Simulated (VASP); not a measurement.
Runs of VASP 6.6.1 on Ir. The structure is that of space group P6_3/mmc (No. 194), or close to it. The cells are those of the table. This isn't the form of Ir at room conditions, which is fcc.

```tsv
task	spin	cell	k mesh	cutoff (eV)	gap on the mesh (eV)	pressure (GPa)
single point	non-collinear, zero start, SOC	a = 2.729, b = 2.729, c = 4.428 Å, angles 90.0, 90.0, 120.0°, 2 atoms	13 × 13 × 7	520	-	(a)
single point	off	a = 2.834, b = 2.834, c = 4.598 Å, angles 90.0, 90.0, 120.0°, 2 atoms	15 × 15 × 8	520	none	-30.1
single point	off	a = 2.692, b = 2.692, c = 4.368 Å, angles 90.0, 90.0, 120.0°, 2 atoms	15 × 15 × 8	520	none	19.7
single point	off	a = 2.729, b = 2.729, c = 4.428 Å, angles 90.0, 90.0, 120.0°, 2 atoms	13 × 13 × 7	520	none	2.5
single point	off	a = 2.800, b = 2.800, c = 4.543 Å, angles 90.0, 90.0, 120.0°, 2 atoms	15 × 15 × 8	520	none	-21.9
single point	off	a = 2.729, b = 2.729, c = 4.428 Å, angles 90.0, 90.0, 120.0°, 2 atoms	15 × 15 × 8	520	none	2.3
single point	off	a = 2.729, b = 2.729, c = 4.428 Å, angles 90.0, 90.0, 120.0°, 2 atoms	22 × 22 × 12	520	none	(b)
relaxation of cell and atoms	off	relaxed from a = 2.715, b = 2.715, c = 4.433 Å, angles 90.0, 90.0, 120.0°, 2 atoms	13 × 13 × 7	600	none	0.0
```

Alike in all rows: level r2SCAN; potentials or basis VASP PAW PBE potentials, release 64 (Ir); smearing fermi-dirac 0.1 eV.

Q: Fill in the values left out.

A: (a) 3.6; (b) 2.4.

Caveats: the PAW data sets were made with another functional, which shifts forces and pressure a little; spin-orbit coupling is left out, which moves the levels of the heavy elements (at least some runs); the cell stands under pressure (at least some runs); the cell stands under tension (at least some runs).

A k mesh can miss the band edges, and rows without SOC leave out spin-orbit coupling on Ir.

A gap of «none» marks levels without a gap at the run's occupations.
